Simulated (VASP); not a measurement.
# In (Pm-3m) in VASP: notebook

The runs below take In through single point, with LDA.

Program: VASP 6.6.1. These are calculated values, not measurements. Logs are shortened: lines on timing, memory, paths and dates and some standing lists are left out, and cuts for length are marked.

## Step 1: The cell of the first run

Symmetry: Pm-3m, No. 221, cubic system. The conventional cell has a = 2.963 Å, b = 2.963 Å, c = 2.963 Å, α = 90.00°, β = 90.00°, γ = 90.00°. In (site symmetry m-3m) has 6 In at 2.96 Å within 3.9 Å.

This isn't the form of In at room conditions, which is tetragonal.

## Step 2: Single point, LDA

File INCAR:

```
PREC = Accurate ; ENCUT = 520
EDIFF = 1E-7 ; ISMEAR = -1
SIGMA = 0.1 ; LREAL = False
LASPH = True ; NELM = 60
ALGO = Normal ; ISIF = 2
LWAVE = False ; LCHARG = False
GGA = CA ; NBANDS = 12
```

File KPOINTS:

```
Automatic mesh
0
Gamma
  13 13 13
```

File POSCAR:

```
In
1.0
    2.9634912297      0.0000000000      0.0000000000
    0.0000000000      2.9634912297      0.0000000000
    0.0000000000      0.0000000000      2.9634912297
In
1
Direct
    0.0000000000      0.0000000000      0.0000000000
```

Potentials or basis: VASP PAW LDA potentials, release 64 (In_d).

Started as:

```console
$ cat potpaw_LDA.64/In_d/POTCAR > POTCAR
$ mpirun -np 1 vasp_std > vasp.out
```

OUTCAR:

```text
PREC = Accurate
   ENCUT = 520
   EDIFF = 1E-7
   ISMEAR = -1
   LREAL = False
   LASPH = True
   NELM = 60
   ISIF = 2
   GGA = CA

 ion  position               nearest neighbor table
   1  0.000  0.000  0.000-

  LATTYP: Found a simple cubic cell.
 ALAT       =     2.9634912297

  Lattice vectors:

 A1 = (   2.9634912297,   0.0000000000,   0.0000000000)
 A2 = (   0.0000000000,   2.9634912297,   0.0000000000)
 A3 = (   0.0000000000,   0.0000000000,   2.9634912297)

Analysis of symmetry for initial positions (statically):
=====================================================================
 Subroutine PRICEL returns:
 Original cell was already a primitive cell.

 Routine SETGRP: Setting up the symmetry group for a
 simple cubic supercell.

 Subroutine GETGRP returns: Found 48 space group operations
 (whereof 48 operations were pure point group operations)
 out of a pool of 48 trial point group operations.

The static configuration has the point symmetry O_h .

Analysis of symmetry for dynamics (positions and initial velocities):
=====================================================================
 Subroutine PRICEL returns:
 Original cell was already a primitive cell.

 Routine SETGRP: Setting up the symmetry group for a
 simple cubic supercell.

 Subroutine GETGRP returns: Found 48 space group operations
 (whereof 48 operations were pure point group operations)
 out of a pool of 48 trial point group operations.

The dynamic configuration has the point symmetry O_h .

 Subroutine INISYM returns: Found 48 space group operations
 (whereof 48 operations are pure point group operations),
 and found     1 'primitive' translations

----------------------------------------------------------------------------------------

                                     Primitive cell

  volume of cell :      26.0262

  direct lattice vectors                    reciprocal lattice vectors
     2.963491230  0.000000000  0.000000000     0.337439838  0.000000000  0.000000000
     0.000000000  2.963491230  0.000000000     0.000000000  0.337439838  0.000000000
     0.000000000  0.000000000  2.963491230     0.000000000  0.000000000  0.337439838

  length of vectors
     2.963491230  2.963491230  2.963491230     0.337439838  0.337439838  0.337439838

  position of ions in fractional coordinates (direct lattice)
     0.000000000  0.000000000  0.000000000

  ion indices of the primitive-cell ions
[... 80 lines left out ...]
   ISIF   =      2    stress and relaxation
   ISYM   =      2    0-nonsym 1-usesym 2-fastsym
   POTIM  = 0.5000    time-step for ionic-motion
   TEBEG  =    0.0;   TEEND  =   0.0 temperature during run
   PSTRESS=    0.0 pullay stress
   NELECT =      13.0000    total number of electrons
   NUPDOWN=      -1.0000    fix difference up-down
   EMIN   =  10.00;   EMAX   =-10.00  energy-range for DOS
   EFERMI =   0.00;   METHOD = LEGACY
   ISMEAR =    -1;   SIGMA  =   0.10  broadening in eV -4-tet -1-fermi 0-gaus
   EFERMI_NEDOS =   21; number of points for ismear=-14 and -15
   IALGO  =     38    algorithm
   IMIX   =      4    mixing-type and parameters
     AMIX     =   0.40;   BMIX     =  1.00
     AMIX_MAG =   1.60;   BMIX_MAG =  1.00
  volume/ion in A,a.u.               =      26.03       175.63
  Fermi-wavevector in a.u.,A,eV,Ry     =   1.298930  2.454621 22.955998  1.687218
  Thomas-Fermi vector in A             =   2.430226
   LORBIT       =      0    0 simple, 1 ext, 2 COOP (PROOUT), +10 PAW based schemes
   GGA     = CA    functional components
   LHFCALC =     F    Hartree Fock is set to
   AEXX    =    0.0000 exact exchange contribution
   IVDW    =     0    specifies the selected vdW correction
   LEPSILON=     F    determine dielectric tensor
   LRPA    =     F    only Hartree local field effects (RPA)
 non-spin polarized calculation
  energy-cutoff  :      520.00
  volume of cell :       26.03
 maximum number of plane-waves:       739
 NGX is ok and might be reduce to    24
   NGX = 11   NGY = 11   NGZ = 11

 number of electron      13.0000001 magnetization

 Free energy of the ion-electron system (eV)
  ---------------------------------------------------
  ext. energy  EPLUGINS =         0.00000000
  ---------------------------------------------------
  free energy    TOTEN  =        -3.14480746 eV

  energy without entropy =       -3.12526061  energy(sigma->0) =       -3.13503404

 E-fermi :   7.0915     XC(G=0): -10.4682

 val. band max:        7.0210979058   @ k =   0.3846   0.2308   0.2308
 cond. band min:       7.1080533603   @ k =   0.3846   0.3846   0.0769
 fundamental gap:      0.0869554546
 Fermi energy:         7.0914808841

 k-point     1 :       0.0000    0.0000    0.0000
  band No.  band energies     occupation
      1      -7.9848      2.00000
      2      -7.9848      2.00000
      3      -7.0783      2.00000
      4      -7.0783      2.00000
      5      -7.0783      2.00000
      6      -2.5240      2.00000
      7      14.7642      0.00000
      8      14.7642      0.00000
      9      14.7642      0.00000
     10      18.2599      0.00000
     11      18.2599      0.00000
     12      19.5985      0.00000
[... 331 lines left out ...]
 k-point    24 :       0.3846    0.3077    0.0000
  band No.  band energies     occupation
      1      -7.7174      2.00000
      2      -7.5657      2.00000
      3      -7.2766      2.00000
      4      -7.2232      2.00000
      5      -7.1259      2.00000
      6       1.8929      2.00000
      7       6.6984      1.96151
      8       9.7050      0.00000
      9      14.7329      0.00000
     10      19.4470      0.00000
     11      21.0975      0.00000
     12      23.7156      0.00000

 [... further k-points ...]

------------------------ aborting loop because EDIFF is reached ----------------------------------------

  FORCE on cell =-STRESS in cart. coord.  units (eV):
  Direction    XX          YY          ZZ          XY          YZ          ZX
  --------------------------------------------------------------------------------------
  -------------------------------------------------------------------------------------
  Total        0.0593753      0.0593753      0.0593753      0.0000000      0.0000000     -0.0000000
  in kB        3.6551541      3.6551541      3.6551541      0.0000000      0.0000000     -0.0000000
  external PRESSURE =       3.6551541 kB  Pullay stress =       0.0000000 kB

 VOLUME and BASIS-vectors are now :
 -----------------------------------------------------------------------------
  energy-cutoff  :      520.00
  volume of cell :       26.03
      direct lattice vectors                 reciprocal lattice vectors
     2.963491230  0.000000000  0.000000000     0.337439838  0.000000000  0.000000000
     0.000000000  2.963491230  0.000000000     0.000000000  0.337439838  0.000000000
     0.000000000  0.000000000  2.963491230     0.000000000  0.000000000  0.337439838

 POSITION                                       TOTAL-FORCE (eV/Angst)
 -----------------------------------------------------------------------------------
      0.00000      0.00000      0.00000         0.000000      0.000000      0.000000
 -----------------------------------------------------------------------------------
    total drift:                                0.000000     -0.000000      0.000000

  FREE ENERGIE OF THE ION-ELECTRON SYSTEM (eV)
  ---------------------------------------------------
  free  energy   TOTEN  =        -3.1448074633 eV

  energy  without entropy=       -3.1252606081  energy(sigma->0) =       -3.13503404
```

OSZICAR:

```text
N       E                     dE             d eps       ncg     rms          rms(c)
DAV:   1     0.801256150717E+02    0.80126E+02   -0.62416E+03  2060   0.138E+03
DAV:   2     0.814358581913E+00   -0.79311E+02   -0.77273E+02  2116   0.298E+02
DAV:   3    -0.308958625456E+01   -0.39039E+01   -0.38912E+01  2420   0.667E+01
DAV:   4    -0.318225471981E+01   -0.92668E-01   -0.92639E-01  2524   0.101E+01
DAV:   5    -0.318662423751E+01   -0.43695E-02   -0.43694E-02  2792   0.194E+00    0.301E+00
DAV:   6    -0.315263642031E+01    0.33988E-01   -0.53631E-02  2524   0.477E+00    0.142E+00
DAV:   7    -0.314555763064E+01    0.70788E-02   -0.14213E-02  3020   0.221E+00    0.287E-01
DAV:   8    -0.314481587657E+01    0.74175E-03   -0.88414E-04  2456   0.553E-01    0.343E-02
DAV:   9    -0.314480674838E+01    0.91282E-05   -0.21567E-05  3216   0.633E-02    0.226E-02
DAV:  10    -0.314480745358E+01   -0.70520E-06   -0.98377E-07  2248   0.861E-03    0.305E-03
DAV:  11    -0.314480746330E+01   -0.97205E-08   -0.19752E-08  1588   0.188E-03
   1 F= -.31448075E+01 E0= -.31350340E+01  d E =-.195469E-01
```

It took 5.6 s on 1 thread of Intel Xeon 6975P-C (Granite Rapids), shared host; peak memory 0.14 GiB.

Results:

```
Free energy            : -3.1448 eV
Pressure               : 0.4 GPa
Band gap on the k mesh : zero (an odd number of electrons rules out a gap without spin polarisation)
```

Caveat: spin-orbit coupling is left out, which moves the levels of the heavy elements.

## Step 3: Single point, LDA

File INCAR:

```
SYSTEM = In
PREC = Accurate
ENCUT = 520
EDIFF = 1E-7
ISMEAR = -1
SIGMA = 0.1
LREAL = .FALSE.
LASPH = .TRUE.
NELM = 100
ALGO = Normal
ISIF = 2
LWAVE = .FALSE.
LCHARG = .FALSE.
NBANDS = 12
```

File KPOINTS:

```
Automatic mesh
0
G
  13 13 13
  0 0 0
```

POSCAR is that of step 2.

Potentials or basis: VASP PAW LDA potentials, release 64 (In_d).

Started as:

```console
$ cat potpaw_LDA.64/In_d/POTCAR > POTCAR
$ mpirun -np 1 vasp_std > vasp.out
```

It took 6 s on 1 thread of Intel Xeon 6975P-C (Granite Rapids), shared host; peak memory 0.13 GiB.

Results (log left out):

```yaml
Free_energy: -3.1448 eV
Pressure: 0.4 GPa
Band_gap_on_the_k_mesh: zero (an odd number of electrons rules out a gap without spin polarisation)
```

Levels at points of the mesh, in eV from the Fermi level:
```csv
k point,band 2,band 3,band 4,band 5,band 6,band 7,band 8,band 9,band 10,band 11
"(0.00, 0.00, 0.00)",-15.08,-14.17,-14.17,-14.17,-9.62,7.67,7.67,7.67,11.17,11.17
```

Caveat: spin-orbit coupling is left out, which moves the levels of the heavy elements.

The gap in the log of VASP goes by the Fermi energy; the results here count the filled bands.